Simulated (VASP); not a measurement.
Runs of VASP 6.6.1 on Li2ZnO2. The structure is that of space group P4/mmm (No. 123), or close to it. The cells are those of the table. 

```csv
task,cell,k mesh,cutoff (eV),smearing,gap on the mesh (eV),pressure (GPa),relaxed volume (Å³/atom),largest force (eV/Å)
single point,"a = 3.548, b = 3.548, c = 4.813 Å, 5 atoms",6 × 6 × 4,520,gaussian 0.1 eV,none,-,-,1.06
single point,"a = 2.913, b = 2.913, c = 5.232 Å, 5 atoms",6 × 6 × 4,520,gaussian 0.1 eV,0.28,-,-,0.01
single point,"a = 2.913, b = 2.913, c = 5.232 Å, 5 atoms",12 × 12 × 8,520,gaussian 0.02 eV,0.28,-,-,(a)
relaxation of cell and atoms,"relaxed from a = 2.913, b = 2.913, c = 5.232 Å, 5 atoms",12 × 12 × 8,600,gaussian 0.02 eV,0.28,0.0,8.88,-
relaxation of cell and atoms,"relaxed from a = 3.548, b = 3.548, c = 4.813 Å, 5 atoms",6 × 6 × 4,600,gaussian 0.1 eV,(b),0.1,8.89,0.01
```

Alike in all rows: level PBE; potentials or basis VASP PAW PBE potentials, release 64 (Li_sv, Zn, O); no spin polarisation.

**Question.** Fill in the values left out.

**Answer.** (a) 0.02; (b) 0.26.

Caveats: the cutoff is under 1.25 times the usual one of these potentials, so pressure, stress and relaxed cells hold a basis-set (Pulay) error; forces of over 1 eV/Å act on the atoms, so gaps and moduli don't describe the material at rest (some runs); the volume moved by over 15 % at a fixed basis, so the end points are rough (some runs).

A k mesh can miss the band edges.

A gap of «none» marks levels without a gap at the run's occupations.
